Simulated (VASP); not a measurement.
# CoSi (rocksalt type) (Fm-3m) in VASP: notebook, part 2 of 2

VASP 6.6.1. Earlier steps stand in the parts before.

### Step 3. Relaxation of cell and atoms, PBE, target pressure 34 GPa, at which the enthalpy is minimised

File INCAR:

```
SYSTEM = CoSi
PREC     = Accurate       ! precision mode
ENCUT    = 600            ! plane-wave cutoff, eV
EDIFF    = 1E-7           ! SCF threshold, eV
ISMEAR   = -1             ! smearing method
SIGMA    = 0.1            ! smearing width, eV
LREAL    = .False.        ! projectors in reciprocal space
LASPH    = .True.         ! aspherical terms in the spheres
NELM     = 100            ! most SCF steps
ALGO     = Normal         ! electronic algorithm
ISIF     = 3              ! what is computed and relaxed
LWAVE    = .False.        ! write WAVECAR
LCHARG   = .False.        ! write CHGCAR
GGA      = PE             ! functional
IBRION   = 2              ! ionic algorithm
NSW      = 60             ! ionic steps
EDIFFG   = -0.005         ! ionic threshold
PSTRESS  = 340.0
```

File KPOINTS:

```
Automatic mesh
0
Gamma
  15 15 15
  0 0 0
```

File POSCAR:

```
CoSi
1.0
    0.0000000000      2.2179446324      2.2179446324
    2.2179446324      0.0000000000      2.2179446324
    2.2179446324      2.2179446324      0.0000000000
Co Si
1 1
Direct
    0.0000000000      0.0000000000      0.0000000000
    0.5000000000      0.5000000000      0.5000000000
```

Potentials or basis: VASP PAW PBE potentials, release 64 (Co, Si).

The run is started by

```console
$ cat potpaw_PBE.64/Co/POTCAR potpaw_PBE.64/Si/POTCAR > POTCAR
$ mpirun -np 1 vasp_std > vasp.out
```

OUTCAR:

```text
SYSTEM = CoSi
   PREC = Accurate
   ENCUT = 600
   EDIFF = 1E-7
   ISMEAR = -1
   LREAL = .False.
   LASPH = .True.
   NELM = 100
   ISIF = 3
   GGA = PE
   IBRION = 2
   NSW = 60
   EDIFFG = -0.005
   PSTRESS = 340.0

 ion  position               nearest neighbor table
   1  0.000  0.000  0.000-   2 2.22   2 2.22   2 2.22   2 2.22   2 2.22   2 2.22
   2  0.500  0.500  0.500-   1 2.22   1 2.22   1 2.22   1 2.22   1 2.22   1 2.22

  LATTYP: Found a face centered cubic cell.
 ALAT       =     4.4358892648

  Lattice vectors:

 A1 = (   0.0000000000,   2.2179446324,   2.2179446324)
 A2 = (   2.2179446324,   0.0000000000,   2.2179446324)
 A3 = (   2.2179446324,   2.2179446324,   0.0000000000)

Analysis of symmetry for initial positions (statically):
=====================================================================
 Subroutine PRICEL returns:
 Original cell was already a primitive cell.

[... 255 lines left out ...]

 E-fermi :  12.0899     XC(G=0): -12.7786

 val. band max:       12.0777767007   @ k =  -0.3333   0.2000   0.0000
 cond. band min:      12.0906529081   @ k =  -0.3333   0.2667   0.0000
 fundamental gap:      0.0128762074
 Fermi energy:        12.0899017929

 k-point     1 :       0.0000    0.0000    0.0000
  band No.  band energies     occupation
      1      -1.3458      2.00000
      2       9.5847      2.00000
      3       9.5847      2.00000
      4       9.5847      2.00000
      5       9.7494      2.00000
      6       9.7494      2.00000
      7      17.2262      0.00000
      8      17.2262      0.00000
      9      17.2262      0.00000
     10      23.5231      0.00000
[... 287 lines left out ...]
 k-point    24 :       0.2000    0.1333    0.0000
  band No.  band energies     occupation
      1      -0.4429      2.00000
      2       8.9184      2.00000
      3       9.1051      2.00000
      4       9.5805      2.00000
      5       9.7707      2.00000
      6       9.9925      2.00000
      7      15.4933      0.00000
      8      16.1815      0.00000
      9      17.6725      0.00000
     10      21.2026      0.00000

 [... further k-points ...]
[... 5 lines left out ...]
  --------------------------------------------------------------------------------------
  -------------------------------------------------------------------------------------
  Total        4.6255611      4.6255611      4.6255611      0.0000000     -0.0000000      0.0000000
  in kB      340.0176983    340.0176983    340.0176983      0.0000000     -0.0000000      0.0000000
  external PRESSURE =       0.0176983 kB  Pullay stress =     340.0000000 kB
[... 21 lines left out ...]
  energy  without entropy=      -11.9353216359  energy(sigma->0) =      -11.95551015

  enthalpy is  TOTEN    =        -7.3503783690 eV   P V=        4.6253202995

 reached required accuracy - stopping structural energy minimisation
```

OSZICAR:

```text
N       E                     dE             d eps       ncg     rms          rms(c)
DAV:   1     0.509211858481E+02    0.50921E+02   -0.62602E+03  2424   0.151E+03
DAV:   2    -0.109143108505E+02   -0.61835E+02   -0.58873E+02  2420   0.234E+02
[... 22 lines left out ...]
       N       E                     dE             d eps       ncg     rms          rms(c)
DAV:   1    -0.119765972707E+02   -0.11761E-01   -0.13593E-02  2618   0.225E+00    0.281E-01
DAV:   2    -0.119779564661E+02   -0.13592E-02   -0.33310E-02  2776   0.308E+00    0.379E-01
DAV:   3    -0.119757287881E+02    0.22277E-02   -0.14744E-02  2736   0.207E+00    0.511E-02
DAV:   4    -0.119756992288E+02    0.29559E-04   -0.14741E-04  2474   0.128E-01    0.110E-02
DAV:   5    -0.119756986324E+02    0.59639E-06   -0.58213E-06  3472   0.346E-02    0.532E-03
DAV:   6    -0.119756986685E+02   -0.36114E-07   -0.45409E-07  1604   0.710E-03
   3 F= -.73503784E+01 E0= -.73301899E+01  d E =-.262922E-04
```

It took 54 s on 1 thread of Intel Xeon Platinum 8375C at 2.90GHz (Ice Lake), shared host; peak memory 0.19 GiB.

What came out:

- Free energy: -11.9757 eV
- Relaxed volume: 10.90 Å³/atom
- Relaxed cell: a = 3.135 Å, b = 3.135 Å, c = 3.135 Å, α = 60.00°, β = 60.00°, γ = 60.00°
- Space group after relaxing (to 0.05 Å): Fm-3m (No. 225)
- Energy change on relaxing (the enthalpy is what falls): +2.7 meV/atom
- Ionic steps: 3
- Pressure after relaxing: 34.0 GPa

Step by step:
```csv
step,energy change (eV),largest force (eV/Å),pressure (GPa),volume (Å³)
1,0.0000,0.0000,33.65,21.82
2,0.0163,0.0000,34.74,21.75
3,0.0054,0.0000,34.00,21.80
```

Final structure:
```
CELL_PARAMETERS angstrom
0.00000 2.21708 2.21708
2.21708 0.00000 2.21708
2.21708 2.21708 0.00000
ATOMIC_POSITIONS crystal
Co 0.00000 0.00000 0.00000
Si 0.50000 0.50000 0.50000
```

Caveat: the cell is relaxed towards a set pressure, so the enthalpy falls and the energy may rise. Spin polarisation is off, so any magnetic state and its effect on volume and gap are missing.

### Step 4. Relaxation of cell and atoms, PBE

This run uses another cell than the first one, of 12.05 Å³/atom, 1.106 times its volume.

File INCAR:

```
PREC = Accurate ; ENCUT = 600
EDIFF = 1E-6 ; ISMEAR = -1
SIGMA = 0.1 ; LREAL = False
LASPH = True ; NELM = 100
ALGO = Normal ; ISIF = 3
LWAVE = False ; LCHARG = False
GGA = PE ; IBRION = 2
NSW = 60 ; EDIFFG = -0.005
```

File KPOINTS:

```
Automatic mesh
0
Gamma
  15 15 15
```

File POSCAR:

```
CoSi
1.0
    0.0000000000      2.2923918786      2.2923918786
    2.2923918786      0.0000000000      2.2923918786
    2.2923918786      2.2923918786      0.0000000000
Co Si
1 1
Direct
    0.0000000000      0.0000000000      0.0000000000
    0.5000000000      0.5000000000      0.5000000000
```

Potentials or basis: VASP PAW PBE potentials, release 64 (Co, Si).

The run is started by

```console
$ cat potpaw_PBE.64/Co/POTCAR potpaw_PBE.64/Si/POTCAR > POTCAR
$ mpirun -np 1 vasp_std > vasp.out
```

OUTCAR:

```text
PREC = Accurate
   ENCUT = 600
   EDIFF = 1E-6
   ISMEAR = -1
   LREAL = False
   LASPH = True
   NELM = 100
   ISIF = 3
   GGA = PE
   IBRION = 2
   NSW = 60
   EDIFFG = -0.005

 ion  position               nearest neighbor table
   1  0.000  0.000  0.000-   2 2.29   2 2.29   2 2.29   2 2.29   2 2.29   2 2.29
   2  0.500  0.500  0.500-   1 2.29   1 2.29   1 2.29   1 2.29   1 2.29   1 2.29

  LATTYP: Found a face centered cubic cell.
 ALAT       =     4.5847837572

  Lattice vectors:

 A1 = (   0.0000000000,   2.2923918786,   2.2923918786)
 A2 = (   2.2923918786,   0.0000000000,   2.2923918786)
 A3 = (   2.2923918786,   2.2923918786,   0.0000000000)

Analysis of symmetry for initial positions (statically):
=====================================================================
 Subroutine PRICEL returns:
 Original cell was already a primitive cell.

 Routine SETGRP: Setting up the symmetry group for a
 face centered cubic supercell.

 Subroutine GETGRP returns: Found 48 space group operations
 (whereof 48 operations were pure point group operations)
 out of a pool of 48 trial point group operations.

The static configuration has the point symmetry O_h .

Analysis of symmetry for dynamics (positions and initial velocities):
=====================================================================
 Subroutine PRICEL returns:
 Original cell was already a primitive cell.

 Routine SETGRP: Setting up the symmetry group for a
[... 146 lines left out ...]

 number of electron      13.0000003 magnetization

 Free energy of the ion-electron system (eV)
  ---------------------------------------------------
  ext. energy  EPLUGINS =         0.00000000
  ---------------------------------------------------
  free energy    TOTEN  =       -12.27194344 eV

  energy without entropy =      -12.22455818  energy(sigma->0) =      -12.24825081

 E-fermi :  10.5418     XC(G=0): -12.2789

 val. band max:       10.5387198617   @ k =  -0.3333   0.2667   0.0000
 cond. band min:      10.5526389869   @ k =   0.4667   0.2000   0.0667
 fundamental gap:      0.0139191252
 Fermi energy:        10.5418371713

 k-point     1 :       0.0000    0.0000    0.0000
  band No.  band energies     occupation
      1      -2.0385      2.00000
      2       8.4496      2.00000
      3       8.4496      2.00000
      4       8.4496      2.00000
      5       8.5590      2.00000
      6       8.5590      2.00000
      7      15.1680      0.00000
      8      15.1680      0.00000
      9      15.1680      0.00000
     10      21.5037      0.00000
[... 478 lines left out ...]
--------------------------------------- Ionic step        6  -------------------------------------------

 number of electron      12.9999997 magnetization

 Free energy of the ion-electron system (eV)
  ---------------------------------------------------
  ext. energy  EPLUGINS =         0.00000000
  ---------------------------------------------------
  free energy    TOTEN  =       -12.30693639 eV

  energy without entropy =      -12.25532231  energy(sigma->0) =      -12.28112935

 E-fermi :   9.8049     XC(G=0): -12.0291

 val. band max:        9.8023856881   @ k =   0.4667   0.2000   0.0667
 cond. band min:       9.8208583330   @ k =   0.4000   0.0667   0.0000
 fundamental gap:      0.0184726449
 Fermi energy:         9.8048998653

 k-point     1 :       0.0000    0.0000    0.0000
  band No.  band energies     occupation
      1      -2.3621      2.00000
      2       7.8977      2.00000
      3       7.8977      2.00000
      4       7.8977      2.00000
      5       7.9836      2.00000
      6       7.9836      2.00000
      7      14.1895      0.00000
      8      14.1895      0.00000
      9      14.1895      0.00000
     10      20.5377      0.00000
[... 328 lines left out ...]
  FREE ENERGIE OF THE ION-ELECTRON SYSTEM (eV)
  ---------------------------------------------------
  free  energy   TOTEN  =       -12.3069363869 eV

  energy  without entropy=      -12.2553223075  energy(sigma->0) =      -12.28112935

 reached required accuracy - stopping structural energy minimisation
```

OSZICAR:

```text
N       E                     dE             d eps       ncg     rms          rms(c)
DAV:   1     0.483699916325E+02    0.48370E+02   -0.61976E+03  2416   0.148E+03
DAV:   2    -0.113019627323E+02   -0.59672E+02   -0.56913E+02  2450   0.227E+02
DAV:   3    -0.134711198531E+02   -0.21692E+01   -0.21026E+01  2766   0.534E+01
[... 48 lines left out ...]
DAV:   1    -0.123069785099E+02   -0.45705E-04   -0.58194E-04  2596   0.439E-01    0.599E-02
DAV:   2    -0.123070930642E+02   -0.11455E-03   -0.20602E-03  2822   0.705E-01    0.104E-01
DAV:   3    -0.123069375935E+02    0.15547E-03   -0.10189E-03  2778   0.502E-01    0.966E-03
DAV:   4    -0.123069364730E+02    0.11205E-05   -0.86002E-06  2424   0.273E-02    0.290E-03
DAV:   5    -0.123069363869E+02    0.86097E-07   -0.39188E-07  1214   0.972E-03
   6 F= -.12306936E+02 E0= -.12281129E+02  d E =-.374191E-04
```

CONTCAR:

```text
CoSi
   1.00000000000000
    -0.0000000000000000    2.3319181500774349    2.3319181500774349
     2.3319181500774349    0.0000000000000000    2.3319181500774349
     2.3319181500774349    2.3319181500774349    0.0000000000000000
  Co              Si
     1     1
Direct
     0.0000000000000000    1.0000000000000000    0.0000000000000000
     0.5000000000000000    0.5000000000000000    0.5000000000000000

  0.00000000E+00  0.00000000E+00  0.00000000E+00
  0.00000000E+00  0.00000000E+00  0.00000000E+00
```

Run time: 94 s. Hardware: 1 thread of Intel Xeon Platinum 8375C at 2.90GHz (Ice Lake), shared host; peak memory 0.2 GiB.

What came out:

```yaml
Free_energy: -12.3069 eV
Relaxed_volume: 12.68 Å³/atom
Relaxed_cell: a = 3.298 Å, b = 3.298 Å, c = 3.298 Å, α = 60.00°, β = 60.00°, γ = 60.00°
Space_group_after_relaxing_to_0.05_Å: Fm-3m (No. 225)
Energy_gained_by_relaxing: 17.5 meV/atom
Ionic_steps: 6
Pressure_after_relaxing: 0.0 GPa
```

The path:
```tsv
step	energy change (eV)	largest force (eV/Å)	pressure (GPa)	volume (Å³)
1	0.0000	0.0000	9.25	24.09
2	-0.0072	0.0000	-6.89	26.60
3	-0.0350	0.0000	0.22	25.37
4	-0.0350	0.0000	-0.22	25.41
5	-0.0350	0.0000	0.09	25.35
6	-0.0350	0.0000	0.04	25.36
```

Final structure:
```yaml
crystal:
  lattice:
    - [0.00000, 2.33192, 2.33192]
    - [2.33192, 0.00000, 2.33192]
    - [2.33192, 2.33192, 0.00000]
  atoms:
    - { symbol: Co, position: [0.00000, 0.00000, 0.00000] }
    - { symbol: Si, position: [0.50000, 0.50000, 0.50000] }
```

Levels at points of the mesh, in eV from the Fermi level:
| k point | band 3 | band 4 | band 5 | band 6 | band 7 | band 8 | band 9 | band 10 |
| --- | --- | --- | --- | --- | --- | --- | --- | --- |
| (0.00, 0.00, 0.00) | -1.91 | -1.91 | -1.82 | -1.82 | 4.38 | 4.38 | 4.38 | 10.73 |

### Step 5. Single point, PBE (volume scaled by 0.86, to set the pressure)

File INCAR:

```
SYSTEM = CoSi
PREC = Accurate
ENCUT = 520
EDIFF = 1E-6
ISMEAR = -1
SIGMA = 0.1
LREAL = .FALSE.
LASPH = .TRUE.
NELM = 80
ALGO = Normal
ISIF = 2
LWAVE = .FALSE.
LCHARG = .FALSE.
GGA = PE
NBANDS = 14
```

File KPOINTS:

```
regular mesh
0
G
  15 15 15
  0 0 0
```

File POSCAR:

```
CoSi
1.0
    0.0000000000      2.2179446324      2.2179446324
    2.2179446324      0.0000000000      2.2179446324
    2.2179446324      2.2179446324      0.0000000000
Co Si
1 1
Direct
    0.0000000000      0.0000000000      0.0000000000
    0.5000000000      0.5000000000      0.5000000000
```

The run is started by

```console
$ cat potpaw_PBE.64/Co/POTCAR potpaw_PBE.64/Si/POTCAR > POTCAR
$ mpirun -np 1 vasp_std > vasp.out
```

Run time: 10 s. Hardware: 1 thread of Intel Xeon 6975P-C (Granite Rapids), shared host; peak memory 0.16 GiB.

Results (log left out):

```
Free energy : -11.9811 eV
Pressure    : 33.7 GPa
```

Levels at points of the mesh, in eV from the Fermi level:
```csv
k point,band 4,band 5,band 6,band 7,band 8,band 9
"(0.00, 0.00, 0.00)",-2.50,-2.34,-2.34,5.13,5.13,5.13
```

Caveat: the cell differs from its parent crystal (volume scaled by 0.86, to set the pressure). Spin polarisation is off, so any magnetic state and its effect on volume and gap are missing.

### Step 6. Single point, PBE

File INCAR:

```
SYSTEM = CoSi
ALGO = Normal
EDIFF = 1E-7
ENCUT = 520
GGA = PE
ISIF = 2
ISMEAR = -1
LASPH = .True.
LCHARG = .False.
LREAL = .False.
LWAVE = .False.
NBANDS = 14
NELM = 60
PREC = Accurate
SIGMA = 0.1
```

File KPOINTS:

```
k-points
0
Gamma
  15 15 15
  0 0 0
```

File POSCAR:

```
CoSi
1.0
    0.0000000000      2.2169224690      2.2169224690
    2.2169224690      0.0000000000      2.2169224690
    2.2169224690      2.2169224690      0.0000000000
Co Si
1 1
Direct
    0.0000000000      0.0000000000      0.0000000000
    0.5000000000      0.5000000000      0.5000000000
```

Potentials or basis: VASP PAW PBE potentials, release 64 (Co, Si).

The run is started by

```console
$ cat potpaw_PBE.64/Co/POTCAR potpaw_PBE.64/Si/POTCAR > POTCAR
$ mpirun -np 1 vasp_std > vasp.out
```

It took 10 s on 1 thread of Intel Xeon 6975P-C (Granite Rapids), shared host; peak memory 0.16 GiB.

The run converged. Its results:

```
Free energy : -11.9748 eV
Pressure    : 34.1 GPa
```

Levels at points of the mesh, in eV from the Fermi level:
```
           k point  band 3  band 4  band 5  band 6  band 7  band 8  band 9  band 10
(0.00, 0.00, 0.00)   -2.51   -2.51   -2.34   -2.34    5.14    5.14    5.14    11.43
```

Spin polarisation is off, so any magnetic state and its effect on volume and gap are missing.

### Step 7. Single point, PBE

This run uses another cell than the first one, of 12.69 Å³/atom, 1.164 times its volume.

File INCAR:

```
SYSTEM = CoSi
PREC     = Accurate       ! precision mode
ENCUT    = 520            ! plane-wave cutoff, eV
EDIFF    = 1E-7           ! SCF threshold, eV
ISMEAR   = -1             ! smearing method
SIGMA    = 0.1            ! smearing width, eV
LREAL    = .False.        ! projectors in reciprocal space
LASPH    = .True.         ! aspherical terms in the spheres
NELM     = 80             ! most SCF steps
ALGO     = Normal         ! electronic algorithm
ISIF     = 2              ! what is computed and relaxed
LWAVE    = .False.        ! write WAVECAR
LCHARG   = .True.         ! write CHGCAR
GGA      = PE             ! functional
LELF     = .True.         ! ELF
LVHAR    = .True.       
NBANDS   = 14             ! bands
```

File KPOINTS:

```
Automatic mesh
0
Gamma
  15 15 15
  0 0 0
```

File POSCAR:

```
CoSi
1.0
    0.0000000000      2.3323007398      2.3323007398
    2.3323007398      0.0000000000      2.3323007398
    2.3323007398      2.3323007398      0.0000000000
Co Si
1 1
Direct
    0.0000000000      0.0000000000      0.0000000000
    0.5000000000      0.5000000000      0.5000000000
```

The run is started by

```console
$ cat potpaw_PBE.64/Co/POTCAR potpaw_PBE.64/Si/POTCAR > POTCAR
$ mpirun -np 1 vasp_std > vasp.out
```

Run time: 24 s. Hardware: 1 thread of Intel Xeon 6975P-C (Granite Rapids), shared host; peak memory 0.18 GiB.

The run converged. Its results:

```
Free energy : -12.3074 eV
Pressure    : 0.0 GPa
```

Levels at points of the mesh, in eV from the Fermi level:
| k point | band 3 | band 4 | band 5 | band 6 | band 7 | band 8 | band 9 | band 10 |
| --- | --- | --- | --- | --- | --- | --- | --- | --- |
| (0.00, 0.00, 0.00) | -1.91 | -1.91 | -1.82 | -1.82 | 4.38 | 4.38 | 4.38 | 10.73 |

### Step 8. Overview

| task | cell | cutoff (eV) | gap on the mesh (eV) | pressure (GPa) |
| --- | --- | --- | --- | --- |
| relaxation of cell and atoms | relaxed to 34 GPa from a = 3.135 Å, angles 60.0°, 2 atoms | 600 | none | 34.1 |
| relaxation of cell and atoms | relaxed to 34 GPa from a = 3.137 Å, angles 60.0°, 2 atoms | 600 | none | 34.0 |
| relaxation of cell and atoms | relaxed from a = 3.242 Å, angles 60.0°, 2 atoms | 600 | none | 0.0 |
| single point | a = 3.137 Å, angles 60.0°, 2 atoms | 520 | none | 33.7 |
| single point | a = 3.135 Å, angles 60.0°, 2 atoms | 520 | none | 34.1 |
| single point | a = 3.298 Å, angles 60.0°, 2 atoms | 520 | none | 0.0 |

Alike in all rows: level PBE; potentials or basis VASP PAW PBE potentials, release 64 (Co, Si); no spin polarisation; k mesh 15 × 15 × 15; smearing fermi-dirac 0.1 eV.

Caveats: the cell is relaxed towards a set pressure, so the enthalpy falls and the energy may rise (some runs); the relaxation stopped at its first step, so nothing moved (some runs).

Total energies depend on the potentials used, so only differences within one code and one set of settings carry meaning.
